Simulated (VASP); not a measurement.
A run of VASP 6.6.1 is set up as follows.

File POSCAR:

```
HfO2
1.0
    5.0621200956      0.0000000000     -0.0056467500
    0.0000000000      5.1291384154      0.0000000000
   -0.8550199470      0.0000000000      5.1712421470
Hf O
4 8
Direct
    0.2761898871      0.0418256562      0.2081958955
    0.7238101129      0.5418256562      0.2918041045
    0.7238101129      0.9581743438      0.7918041045
    0.2761898871      0.4581743438      0.7081958955
    0.4479231777      0.7576886033      0.4785121366
    0.5520768223      0.2576886033      0.0214878634
    0.5520768223      0.2423113967      0.5214878634
    0.4479231777      0.7423113967      0.9785121366
    0.0701704199      0.3339089751      0.3439190022
    0.9298295801      0.8339089751      0.1560809978
    0.9298295801      0.6660910249      0.6560809978
    0.0701704199      0.1660910249      0.8439190022
```

Contents of INCAR.step1:

```
PREC = Accurate ; ENCUT = 520
ISMEAR = 0 ; SIGMA = 0.01
LREAL = False ; LASPH = True
NELM = 60 ; NBANDS = 56
GGA = PE ; ALGO = Normal
EDIFF = 1E-4 ; LWAVE = True
LCHARG = False
```

INCAR.step2

```
PREC = Accurate ; ENCUT = 520
EDIFF = 1E-6 ; ISMEAR = 0
SIGMA = 0.01 ; LREAL = False
LASPH = True ; NELM = 60
ALGO = Normal ; ISIF = 2
LWAVE = False ; LCHARG = False
METAGGA = R2SCAN ; LMIXTAU = True
NBANDS = 56 ; ISTART = 1
```

The input KPOINTS:

```
regular mesh
0
Gamma
  4 4 4
```

Potentials or basis: VASP PAW PBE potentials, release 64 (Hf_pv, O).

The run is started by

```sh
$ cat potpaw_PBE.64/Hf_pv/POTCAR potpaw_PBE.64/O/POTCAR > POTCAR
$ cp INCAR.step1 INCAR
$ mpirun -np 1 vasp_std > vasp.out
$ cp INCAR.step2 INCAR
$ mpirun -np 1 vasp_std > vasp.out
```

Task: Predict the band gap on the k mesh.

Result: 4.66 eV (least direct gap 4.75 eV).

Task: What does it give for the largest force?

Result: 0.131 eV/Å.

Stress tensor (GPa, compression positive):
```
4.82 0.00 0.27
0.00 4.87 0.00
0.27 0.00 4.37
```

Caveat: the cell stands under pressure; the PAW data sets were made with another functional, which shifts forces and pressure a little; spin-orbit coupling is left out, which moves the levels of the heavy elements. r2SCAN opens gaps a little over a GGA but as a rule still falls short of measured ones.
